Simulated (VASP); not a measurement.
Set up this calculation in VASP 6.6.1, as the native input.

| Quantity | Value |
| --- | --- |
| Task | relaxation of cell and atoms |
| Functional | PBE |
| Potentials or basis | VASP PAW PBE potentials, release 64 (Zr_sv, Zn, N) |
| Cutoff | 600 eV |
| k mesh | 14 × 14 × 12 |
| Occupations | gaussian, width 0.1 eV |
| Spin | no spin polarisation |
| Dipole correction | no |
| Further INCAR settings | ALGO = Normal; EDIFF = 1e-06; IBRION = 2; EDIFFG = -0.01; NSW = 100; ISIF = 3 |

The structure of ZrZnN lies in POSCAR:

```
ZrZnN
1.0
    3.1561797574      0.0000000000      0.0000000000
    0.0000000000      3.1561797574      0.0000000000
    0.0000000000      0.0000000000      4.3202963851
Zr Zn N
1 1 1
Direct
    0.5000000000      0.5000000000      0.0000000000
    0.0000000000      0.0000000000      0.5000000000
    0.5000000000      0.5000000000      0.5000000000
```

The input as run:

INCAR

```
SYSTEM = ZrZnN
ALGO = Normal
EDIFF = 1E-6
EDIFFG = -0.01
ENCUT = 600
GGA = PE
IBRION = 2
ISIF = 3
ISMEAR = 0
LASPH = .TRUE.
LCHARG = .FALSE.
LREAL = .FALSE.
LWAVE = .FALSE.
NELM = 60
NSW = 100
PREC = Accurate
SIGMA = 0.1
```

KPOINTS

```
k-points
0
G
  14 14 12
  0 0 0
```

Potentials or basis: VASP PAW PBE potentials, release 64 (Zr_sv, Zn, N).

Launch:

```sh
$ cat potpaw_PBE.64/Zr_sv/POTCAR potpaw_PBE.64/Zn/POTCAR potpaw_PBE.64/N/POTCAR > POTCAR
$ mpirun -np 1 vasp_std > vasp.out
```

Results of the run:

```json
{"Relaxed volume": "14.41 Å³/atom", "Relaxed cell": "a = 3.165 Å, b = 3.165 Å, c = 4.318 Å, α = 90.00°, β = 90.00°, γ = 90.00°", "Space group after relaxing (to 0.05 Å)": "P4/mmm (No. 123)", "Energy gained by relaxing": "0.1 meV/atom", "Ionic steps": "5", "Pressure after relaxing": "0.0 GPa"}
```

Wall time 4.3 min on 1 thread of Intel(R) Xeon(R) 6975P-C (Granite Rapids), on a shared host, peak memory 0.4 GiB.
